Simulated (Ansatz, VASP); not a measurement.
# PbSe: VASP beside Ansatz

Contents of INCAR:

```
  PREC = Accurate
  ENCUT = 400
  EDIFF = 1E-8
  ISMEAR = -1
  SIGMA = 0.01
  LREAL = F
  LASPH = T
  NELM = 120
  ALGO = Normal
  ISIF = 2
  LWAVE = F
  LCHARG = F
  GGA = PS
  LEFG = T
  NBANDS = 17
  GGA_COMPAT = F
```

Contents of KPOINTS:

```
regular mesh
0
Gamma
  9 9 9
```

File POSCAR:

```
PbSe
1.0
    0.0000000000      3.0723233306      3.0723233306
    3.0723233306      0.0000000000      3.0723233306
    3.0723233306      3.0723233306      0.0000000000
Pb Se
1 1
Direct
    0.0000000000      0.0000000000      0.0000000000
    0.5000000000      0.5000000000      0.5000000000
```

Input for Ansatz:

```yaml
crystal:
  lattice:
    - [0.0, 3.0723233306, 3.0723233306]
    - [3.0723233306, 0.0, 3.0723233306]
    - [3.0723233306, 3.0723233306, 0.0]
  atoms:
    - { symbol: Pb, position: [0.0, 0.0, 0.0] }
    - { symbol: Se, position: [0.5, 0.5, 0.5] }
kpoints:
  mp_grid: { grid: [9, 9, 9] }
scf:
  occupations: { method: fermi_dirac, width: 0.01 }
hamiltonian:
  xc: pbesol
  pseudopotentials: { kind: paw }
output:
  forces: true
  stress: true
  eigenvalues: true
  efg: { contact_densities: true }
```

Change from the starting cell: volume scaled by 1.01, PAW files.

Alike in both runs: task electric field gradients; functional PBEsol; k mesh 9 × 9 × 9; occupations fermi-dirac, width 0.01 eV; no spin polarisation.

|  | VASP | Ansatz |
| --- | --- | --- |
| version | VASP 6.6.1 | Ansatz 0.2.0 |
| potentials or method | VASP PAW PBE potentials, release 64 (Pb_d, Se) | PAW with Ansatz's default frozen-core files, scalar-relativistic |
| plane-wave cutoff (eV) | 400 | 420 |
| valence electrons in the cell | 20 | 30 |

```tsv
	VASP	Ansatz	Ansatz less VASP
pressure (GPa)	-1.1	-1.1	+0.02
```

VASP's potentials were made for PBE, not for PBEsol. VASP's potentials hold 20 valence electrons a cell and Ansatz's 30, so a difference there can come from the potentials and not from the codes.

Neither program's run includes spin-orbit coupling.
